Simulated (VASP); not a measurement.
# Ga (P6/mmm) in VASP: relaxation of cell and atoms with PBEsol

Aim: the relaxation of cell and atoms of Ga with PBEsol.

Everything below comes from runs of VASP 6.6.1. Logs are shortened: lines on timing, memory, paths and dates and some standing lists are left out, and cuts for length are marked.

## (1) The cell of the first run

It takes space group P6/mmm (No. 191, hexagonal). The conventional cell has a = 3.925 Å, b = 3.925 Å, c = 2.434 Å, α = 90.00°, β = 90.00°, γ = 120.00°. Within 3.2 Å of Ga (site symmetry 6/mmm) lie 14 Ga at 2.43 to 2.57 Å. Ga (site symmetry -6m2) has 11 Ga at 2.27 to 2.57 Å within 3.0 Å.

This isn't the form of Ga at room conditions, which is orthorhombic.

## (2) Relaxation of cell and atoms, PBEsol, target pressure 100 GPa, at which the enthalpy is minimised

INCAR reads:

```
ALGO = Normal
EDIFF = 1E-6
EDIFFG = -0.005
ENCUT = 600
GGA = PS
IBRION = 2
ISIF = 3
ISMEAR = -1
LASPH = True
LCHARG = False
LREAL = False
LWAVE = False
NELM = 100
NSW = 60
PREC = Accurate
PSTRESS = 1000.0
SIGMA = 0.08
```

KPOINTS reads:

```
k-points
0
Gamma
  9 9 13
```

POSCAR reads:

```
Ga
1.0
    3.9252883982      0.0000000000      0.0000000000
   -1.9626441991      3.3993994700      0.0000000000
    0.0000000000      0.0000000000      2.4336788069
Ga
3
Direct
    0.0000000000      0.0000000000      0.0000000000
    0.3333333333      0.6666666667      0.5000000000
    0.6666666667      0.3333333333      0.5000000000
```

Potentials or basis: VASP PAW PBE potentials, release 64 (Ga_d).

Command:

```
cat potpaw_PBE.64/Ga_d/POTCAR > POTCAR
mpirun -np 1 vasp_std > vasp.out
```

OUTCAR:

```text
EDIFF = 1E-6
   EDIFFG = -0.005
   ENCUT = 600
   GGA = PS
   IBRION = 2
   ISIF = 3
   ISMEAR = -1
   LASPH = True
   LREAL = False
   NELM = 100
   NSW = 60
   PREC = Accurate
   PSTRESS = 1000.0

 ion  position               nearest neighbor table
   1  0.000  0.000  0.000-   2 2.57   3 2.57   2 2.57   3 2.57   2 2.57   2 2.57   3 2.57   3 2.57
                             3 2.57   3 2.57   2 2.57   2 2.57
   2  0.333  0.667  0.500-   3 2.27   3 2.27   3 2.27   1 2.57   1 2.57   1 2.57   1 2.57   1 2.57
                             1 2.57
   3  0.667  0.333  0.500-   2 2.27   2 2.27   2 2.27   1 2.57   1 2.57   1 2.57   1 2.57   1 2.57
                             1 2.57

  LATTYP: Found a hexagonal cell.
 ALAT       =     3.9252883982
 C/A-ratio  =     0.6200000000

  Lattice vectors:

 A1 = (   3.9252883982,   0.0000000000,   0.0000000000)
 A2 = (  -1.9626441991,   3.3993994700,   0.0000000000)
 A3 = (   0.0000000000,   0.0000000000,   2.4336788069)

Analysis of symmetry for initial positions (statically):
=====================================================================
 Subroutine PRICEL returns:
 Original cell was already a primitive cell.

 Routine SETGRP: Setting up the symmetry group for a
 hexagonal supercell.

 Subroutine GETGRP returns: Found 24 space group operations
 (whereof 24 operations were pure point group operations)
 out of a pool of 24 trial point group operations.

The static configuration has the point symmetry D_6h.

Analysis of symmetry for dynamics (positions and initial velocities):
=====================================================================
 Subroutine PRICEL returns:
 Original cell was already a primitive cell.

 Routine SETGRP: Setting up the symmetry group for a
 hexagonal supercell.

 Subroutine GETGRP returns: Found 24 space group operations
 (whereof 24 operations were pure point group operations)
 out of a pool of 24 trial point group operations.

The dynamic configuration has the point symmetry D_6h.

 Subroutine INISYM returns: Found 24 space group operations
 (whereof 24 operations are pure point group operations),
 and found     1 'primitive' translations

----------------------------------------------------------------------------------------

[... 102 lines left out ...]
   POTIM  = 0.5000    time-step for ionic-motion
   TEBEG  =    0.0;   TEEND  =   0.0 temperature during run
   PSTRESS= 1000.0 pullay stress
   NELECT =      39.0000    total number of electrons
   NUPDOWN=      -1.0000    fix difference up-down
   EMIN   =  10.00;   EMAX   =-10.00  energy-range for DOS
   EFERMI =   0.00;   METHOD = LEGACY
   ISMEAR =    -1;   SIGMA  =   0.08  broadening in eV -4-tet -1-fermi 0-gaus
   EFERMI_NEDOS =   21; number of points for ismear=-14 and -15
   IALGO  =     38    algorithm
   IMIX   =      4    mixing-type and parameters
     AMIX     =   0.40;   BMIX     =  1.00
     AMIX_MAG =   1.60;   BMIX_MAG =  1.00
  volume/ion in A,a.u.               =      10.82        73.05
  Fermi-wavevector in a.u.,A,eV,Ry     =   1.740139  3.288387 41.199596  3.028085
  Thomas-Fermi vector in A             =   2.812846
   LORBIT       =      0    0 simple, 1 ext, 2 COOP (PROOUT), +10 PAW based schemes
   GGA     = PS    functional components
   LHFCALC =     F    Hartree Fock is set to
   AEXX    =    0.0000 exact exchange contribution
   IVDW    =     0    specifies the selected vdW correction
   LEPSILON=     F    determine dielectric tensor
   LRPA    =     F    only Hartree local field effects (RPA)
 conjugate gradient relaxation of ions
 non-spin polarized calculation
  energy-cutoff  :      600.00
  volume of cell :       32.47
 maximum number of plane-waves:      1095
 NGX is ok and might be reduce to    32
   NGX = 15   NGY = 15   NGZ =  9

--------------------------------------- Ionic step        1  -------------------------------------------

 number of electron      38.9999994 magnetization

 Free energy of the ion-electron system (eV)
  ---------------------------------------------------
  ext. energy  EPLUGINS =         0.00000000
  ---------------------------------------------------
  free energy    TOTEN  =        -5.61945753 eV

  energy without entropy =       -5.59598828  energy(sigma->0) =       -5.60772291

------------------------ aborting loop because EDIFF is reached ----------------------------------------

  FORCE on cell =-STRESS in cart. coord.  units (eV):
  Direction    XX          YY          ZZ          XY          YZ          ZX
  --------------------------------------------------------------------------------------
  -------------------------------------------------------------------------------------
  Total       21.7353426     21.7353426     19.2504915      0.0000000      0.0000000      0.0000000
  in kB     1072.3585997   1072.3585997    949.7632751      0.0000000      0.0000000      0.0000000
  external PRESSURE =      31.4934915 kB  Pullay stress =    1000.0000000 kB
[... 100 lines left out ...]
  energy  without entropy=       -6.0646021581  energy(sigma->0) =       -6.07497204

  enthalpy is  TOTEN    =        14.6166529879 eV   P V=       20.7019949067

[... ionic steps 4 to 9 ...]

--------------------------------------- Ionic step       10  -------------------------------------------

 number of electron      39.0000010 magnetization

------------------------ aborting loop because EDIFF is reached ----------------------------------------
[... 73 lines left out ...]
--------------------------------------- Ionic step       12  -------------------------------------------

 number of electron      39.0000010 magnetization

 Free energy of the ion-electron system (eV)
  ---------------------------------------------------
  ext. energy  EPLUGINS =         0.00000000
  ---------------------------------------------------
  free energy    TOTEN  =        -5.80563360 eV

  energy without entropy =       -5.78596420  energy(sigma->0) =       -5.79579890

 E-fermi :  12.2423     XC(G=0): -14.2357

 val. band max:       12.2003803376   @ k =   0.2222   0.1111   0.0769
 cond. band min:      12.2900758494   @ k =   0.1111   0.1111   0.3077
 fundamental gap:      0.0896955118
 Fermi energy:        12.2422572079

 k-point     1 :       0.0000    0.0000    0.0000
  band No.  band energies     occupation
      1      -4.7279      2.00000
      2      -4.3142      2.00000
      3      -4.1039      2.00000
      4      -4.1009      2.00000
      5      -3.9535      2.00000
      6      -3.9535      2.00000
[... 613 lines left out ...]
     22      23.4999      0.00000
     23      23.4999      0.00000

 [... further k-points ...]
[... 5 lines left out ...]
  --------------------------------------------------------------------------------------
  -------------------------------------------------------------------------------------
  Total       20.3985761     20.3985761     20.3905697      0.0000000     -0.0000000      0.0000000
  in kB      999.6720637    999.6720637    999.2796943      0.0000000     -0.0000000      0.0000000
  external PRESSURE =      -0.4587261 kB  Pullay stress =    1000.0000000 kB
[... 22 lines left out ...]
  energy  without entropy=       -5.7859641972  energy(sigma->0) =       -5.79579890

  enthalpy is  TOTEN    =        14.5996341559 eV   P V=       20.4052677589

 reached required accuracy - stopping structural energy minimisation
```

OSZICAR:

```text
N       E                     dE             d eps       ncg     rms          rms(c)
DAV:   1     0.202130058158E+03    0.20213E+03   -0.21216E+04  4480   0.393E+03
DAV:   2     0.959843762539E+01   -0.19253E+03   -0.19005E+03  4102   0.473E+02
DAV:   3    -0.572848970100E+01   -0.15327E+02   -0.15191E+02  4214   0.128E+02
DAV:   4    -0.602180441197E+01   -0.29331E+00   -0.29201E+00  4404   0.200E+01
[... 88 lines left out ...]
DAV:   2    -0.580644673178E+01    0.13565E-05   -0.25413E-06  2434   0.377E-02    0.348E-03
DAV:   3    -0.580644636337E+01    0.36841E-06   -0.42548E-07  1946   0.139E-02
  11 F= 0.14599634E+02 E0= 0.14609468E+02  d E =-.225095E-05
       N       E                     dE             d eps       ncg     rms          rms(c)
DAV:   1    -0.580563412547E+01    0.81261E-03   -0.89574E-06  3689   0.586E-02    0.500E-03
DAV:   2    -0.580563360296E+01    0.52251E-06   -0.11768E-06  1946   0.260E-02
  12 F= 0.14599634E+02 E0= 0.14609469E+02  d E =-.244597E-05
```

Run time: 2.9 min. Hardware: 1 thread of Intel Xeon 6975P-C (Granite Rapids), shared host; peak memory 0.2 GiB.

Results:

```
Free energy                                                : -5.8056 eV
Relaxed volume                                             : 10.90 Å³/atom
Relaxed cell                                               : a = 3.991 Å, b = 3.991 Å, c = 2.370 Å, α = 90.00°, β = 90.00°, γ = 120.00°
Space group after relaxing (to 0.1 Å)                      : P6/mmm (No. 191)
Energy change on relaxing (the run minimises the enthalpy) : -62.1 meV/atom
Ionic steps                                                : 12
Pressure after relaxing                                    : 100.0 GPa
```

Step by step:
| step | energy change (eV) | largest force (eV/Å) | pressure (GPa) | volume (Å³) |
| --- | --- | --- | --- | --- |
| 1 | 0.0000 | 0.0000 | 103.15 | 32.47 |
| 2 | -0.6447 | 0.0000 | 90.43 | 33.47 |
| 3 | -0.4659 | 0.0000 | 94.03 | 33.17 |
| 4 | -0.2743 | 0.0000 | 97.93 | 32.84 |
| 5 | -0.3376 | 0.0000 | 96.79 | 32.94 |
| 6 | -0.1267 | 0.0000 | 101.27 | 32.60 |
| 7 | -0.1853 | 0.0000 | 99.88 | 32.69 |
| 8 | -0.1814 | 0.0000 | 100.11 | 32.69 |
| 9 | -0.1887 | 0.0000 | 99.90 | 32.70 |
| 10 | -0.1857 | 0.0000 | 100.05 | 32.69 |
| 11 | -0.1870 | 0.0000 | 99.86 | 32.69 |
| 12 | -0.1862 | 0.0000 | 99.95 | 32.69 |

Final structure:
```
Ga
1.0
     3.99083    0.00000    0.00000
    -1.99542    3.45616    0.00000
     0.00000    0.00000    2.37026
Ga
3
Direct
  0.00000 0.00000 0.00000
  0.33333 0.66667 0.50000
  0.66667 0.33333 0.50000
```

Caveat: the cell is relaxed towards a set pressure, so the run minimises the enthalpy, not the energy; the highest band is partly filled, so the run has too few bands; the PAW data sets were made with another functional, which shifts forces and pressure a little.
